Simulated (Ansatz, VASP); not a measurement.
## One calculation of P, two programs

INCAR

```
PREC = Accurate ; ENCUT = 600
EDIFF = 1E-6 ; ISMEAR = 0
SIGMA = 0.1 ; LREAL = F
LASPH = T ; NELM = 60
ALGO = Fast ; ISIF = 3
LWAVE = F ; LCHARG = F
GGA = PE ; IBRION = 2
NSW = 100 ; EDIFFG = -0.01
```

KPOINTS

```
regular mesh
0
Gamma
  18 18 10
```

Contents of POSCAR:

```
P
1.0
    3.3816654560      0.0000000000      0.0000000000
   -1.6908327280      2.9286081920      0.0000000000
    0.0000000000      0.0000000000      5.1898472523
P
3
Direct
    0.3333333333      0.6666666667      0.0000000000
    0.0000000000      0.0000000000      0.2912367514
    0.0000000000      0.0000000000      0.7087632486
```

Input for Ansatz:

```yaml
crystal:
  lattice:
    - [3.381665456, 0.0, 0.0]
    - [-1.690832728, 2.928608192, 0.0]
    - [0.0, 0.0, 5.1898472523]
  atoms:
    - { symbol: P, position: [0.3333333333, 0.6666666667, 0.0] }
    - { symbol: P, position: [0.0, 0.0, 0.2912367514] }
    - { symbol: P, position: [0.0, 0.0, 0.7087632486] }
basis:
  ecutwfc: 420
kpoints:
  mp_grid: { grid: [18, 18, 10] }
hamiltonian:
  xc: pbe
scf:
  occupations: { method: gaussian, width: 0.1 }
output:
  forces: true
  stress: true
  eigenvalues: true
relax:
  adjacent_minimum: "off"
  f_tol: 0.01
  max_steps: 80
  cell: { stress_tol: 0.05 }
```

Alike in both runs: task relaxation of cell and atoms; functional PBE; k mesh 18 × 18 × 10; occupations gaussian, width 0.1 eV; no spin polarisation.

|  | VASP | Ansatz |
| --- | --- | --- |
| version | VASP 6.6.1 | Ansatz 0.2.0 |
| potentials or method | VASP PAW PBE potentials, release 64 (P), cutoff 600 eV | scalar-relativistic, plane waves, PAW |
| valence electrons in the cell | 15 | 15 |

```csv
,VASP,Ansatz,Ansatz less VASP
"gap on the k mesh at the Fermi level, each at its own relaxed structure (eV)",none,none,-
relaxed volume (Å³/atom),17.73,17.72,-0.005
relaxed length of the cell vector where the two differ most in proportion (Å),5.096,5.108,+0.0119
```

A gap of «none» marks a metal or a gap that the smearing closes.
